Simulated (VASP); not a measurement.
Set up this calculation in VASP 6.6.1, as the native input.

| Item | Value |
| --- | --- |
| Task | single point |
| Functional | LDA |
| Potentials or basis | VASP PAW LDA potentials, release 64 (Zr_sv, H) |
| Cutoff | 520 eV |
| k mesh | 11 × 11 × 11 |
| Occupations | fermi-dirac, width 0.1 eV |
| Spin | no spin polarisation |
| Dipole correction | no |
| Further INCAR settings | ALGO = Normal; EDIFF = 1e-07; NBANDS = 14 |

The structure of ZrH lies in POSCAR:

```
ZrH
1.0
   -1.6439080000      1.6439080000      2.5043990000
    1.6439080000     -1.6439080000      2.5043990000
    1.6439080000      1.6439080000     -2.5043990000
Zr H
1 1
Direct
    0.0000000000      0.0000000000      0.0000000000
    0.7500000000      0.2500000000      0.5000000000
```

One way to write it, as run:

INCAR

```
SYSTEM = ZrH
PREC = Accurate ; ENCUT = 520
EDIFF = 1E-7 ; ISMEAR = -1
SIGMA = 0.1 ; LREAL = .FALSE.
LASPH = .TRUE. ; NELM = 80
ALGO = Normal ; ISIF = 2
LWAVE = .FALSE. ; LCHARG = .TRUE.
LELF = .TRUE. ; LVHAR = .TRUE.
NBANDS = 14
```

KPOINTS

```
regular mesh
0
G
  11 11 11
  0 0 0
```

Potentials or basis: VASP PAW LDA potentials, release 64 (Zr_sv, H).

The run is started by

```sh
$ cat potpaw_LDA.64/Zr_sv/POTCAR potpaw_LDA.64/H/POTCAR > POTCAR
$ mpirun -np 1 vasp_std > vasp.out
```

Results of the run:

* Pressure: -6.5 GPa
* Band gap on the k mesh: zero (an odd number of electrons rules out a gap without spin polarisation)

Caveat: the cell stands under tension.

Wall time 53 s on 1 thread of AMD EPYC 7R13 Processor (Zen 3), with other jobs on the host, peak memory 0.15 GiB.
